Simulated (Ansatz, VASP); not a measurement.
## Two plane-wave programs on TaC

Contents of INCAR:

```
SYSTEM = TaC
PREC = Accurate
ENCUT = 600
EDIFF = 1E-6
ISMEAR = 0
SIGMA = 0.1
LREAL = .FALSE.
LASPH = .TRUE.
NELM = 120
ALGO = Normal
ISIF = 2
LWAVE = .FALSE.
LCHARG = .TRUE.
LELF = .TRUE.
LVHAR = .TRUE.
NBANDS = 14
GGA_COMPAT = .FALSE.
```

File KPOINTS:

```
Automatic mesh
0
G
  8 8 8
  0 0 0
```

File POSCAR:

```
TaC
1.0
    0.0000000000      2.2200000000      2.2200000000
    2.2200000000      0.0000000000      2.2200000000
    2.2200000000      2.2200000000      0.0000000000
Ta C
1 1
Direct
    0.0000000000      0.0000000000      0.0000000000
    0.5000000000      0.5000000000      0.5000000000
```

Input for Ansatz:

```yaml
crystal:
  lattice:
    - [0.0, 2.22, 2.22]
    - [2.22, 0.0, 2.22]
    - [2.22, 2.22, 0.0]
  atoms:
    - { symbol: Ta, position: [0.0, 0.0, 0.0] }
    - { symbol: C, position: [0.5, 0.5, 0.5] }
basis:
  ecutwfc: 420
kpoints:
  mp_grid: { grid: [8, 8, 8] }
hamiltonian:
  xc: lda
  pseudopotentials: { kind: paw, azcp: { folder: soft_1 } }
scf:
  occupations: { method: gaussian, width: 0.1 }
output:
  forces: true
  stress: true
  eigenvalues: true
```

Alike in both runs: task single point; functional LDA; k mesh 8 × 8 × 8; occupations gaussian, width 0.1 eV; no spin polarisation.

|  | VASP | Ansatz |
| --- | --- | --- |
| version | VASP 6.6.1 | Ansatz 0.2.0 |
| potentials or method | VASP PAW LDA potentials, release 64 (Ta_pv, C), cutoff 600 eV | scalar-relativistic, plane waves, PAW |
| valence electrons in the cell | 15 | 17 |

```tsv
	VASP	Ansatz	Ansatz less VASP
gap on the k mesh at the Fermi level (eV)	none	none	-
pressure (GPa)	-4.5	-6.1	-1.61
```

Ansatz warns that its potentials were made for another functional, while VASP's fit it. LDA's correlation is that of Perdew and Zunger in VASP and of Perdew and Wang (1992) in Ansatz. A gap of «none» marks a metal or a gap that the smearing closes. VASP's potentials hold 15 valence electrons a cell and Ansatz's 17, so a difference there can come from the potentials and not from the codes.

Neither program's run includes spin-orbit coupling.
